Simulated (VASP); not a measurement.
Crystal: MgO.

```xyz
2
Lattice="0.0000 2.1351 2.1351 2.1351 0.0000 2.1351 2.1351 2.1351 0.0000" Properties=species:S:1:pos:R:3 pbc="T T T"
Mg    0.0000    0.0625    0.0000
O     2.1351    2.1351    2.1351
```

This cell differs from its parent crystal: all Mg atoms moved +0.062 Å, as atom 1 along Cartesian [0 1 0].

Base run:

| Quantity | Value |
| --- | --- |
| Program | VASP 6.6.1 |
| Functional | r2SCAN |
| Potentials or basis | VASP PAW PBE potentials, release 64 (Mg, O) |
| Cutoff | 520 eV |
| k mesh | 10 × 10 × 10 |
| Occupations | gaussian, width 0.05 eV |
| Spin | no spin polarisation |

Its results: band gap on the k mesh 5.20 eV, direct; pressure -7.8 GPa; largest force 0.289 eV/Å.

Problem. The run is repeated on the same cell with these changes: potentials or basis from VASP PAW PBE potentials, release 64 (Mg, O) to VASP PAW PBE potentials, release 64 (Mg_sv, O); cutoff from 520 eV to 660 eV; further incar settings from ALGO = Normal; EDIFF = 1e-06; NBANDS = 11 to ALGO = Normal; EDIFF = 1e-06; NBANDS = 15; valence electrons from 8 to 16. What comes out?

Solution. Band gap on the k mesh 5.25 eV, direct; pressure -7.0 GPa; largest force 0.278 eV/Å.

Caveats: the PAW data sets were made with another functional, which shifts forces and pressure a little.

